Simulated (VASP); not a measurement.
Set up this calculation in VASP 6.6.1, as the native input.

```yaml
Task: single point
Functional: r2SCAN
Potentials_or_basis: VASP PAW PBE potentials, release 64 (Mg, S)
Cutoff: 660 eV
k_mesh: 5 × 5 × 5
Occupations: gaussian, width 0.01 eV
Spin: no spin polarisation
Dipole_correction: no
Further_INCAR_settings: ALGO = Normal; EDIFF = 1e-06; NBANDS = 11
```

Crystal: MgS.

```
CELL_PARAMETERS angstrom
0.00000 2.87040 2.87040
2.87040 0.00000 2.87040
2.87040 2.87040 0.00000
ATOMIC_POSITIONS crystal
Mg 0.00000 0.00000 0.00000
S 0.75000 0.75000 0.75000
```

One way to write it, as run:

POSCAR

```
MgS
1.0
    0.0000000000      2.8704022208      2.8704022208
    2.8704022208      0.0000000000      2.8704022208
    2.8704022208      2.8704022208      0.0000000000
Mg S
1 1
Direct
    0.0000000000      0.0000000000      0.0000000000
    0.7500000000      0.7500000000      0.7500000000
```

INCAR.step1

```
SYSTEM = MgS
PREC = Accurate
ENCUT = 660
ISMEAR = 0
SIGMA = 0.01
LREAL = .FALSE.
LASPH = .TRUE.
NELM = 120
NBANDS = 11
GGA = PE
ALGO = Normal
EDIFF = 1E-5
LWAVE = .TRUE.
LCHARG = .FALSE.
GGA_COMPAT = .FALSE.
```

INCAR.step2

```
SYSTEM = MgS
PREC = Accurate
ENCUT = 660
EDIFF = 1E-6
ISMEAR = 0
SIGMA = 0.01
LREAL = .FALSE.
LASPH = .TRUE.
NELM = 120
ALGO = Normal
ISIF = 2
LWAVE = .FALSE.
LCHARG = .FALSE.
METAGGA = R2SCAN
LMIXTAU = .TRUE.
NBANDS = 11
ISTART = 1
GGA_COMPAT = .FALSE.
```

KPOINTS

```
Automatic mesh
0
G
  5 5 5
  0 0 0
```

Potentials or basis: VASP PAW PBE potentials, release 64 (Mg, S).

Run with:

```sh
$ cat potpaw_PBE.64/Mg/POTCAR potpaw_PBE.64/S/POTCAR > POTCAR
$ cp INCAR.step1 INCAR
$ mpirun -np 1 vasp_std > vasp.out
$ cp INCAR.step2 INCAR
$ mpirun -np 1 vasp_std > vasp.out
```

It gave:

- Pressure: -2.5 GPa
- Band gap on the k mesh: 3.91 eV

Caveat: the PAW data sets were made with another functional, which shifts forces and pressure a little.

It took 35 s on 1 thread of AMD EPYC 7R13 Processor (Zen 3), on a shared host, peak memory 0.18 GiB.
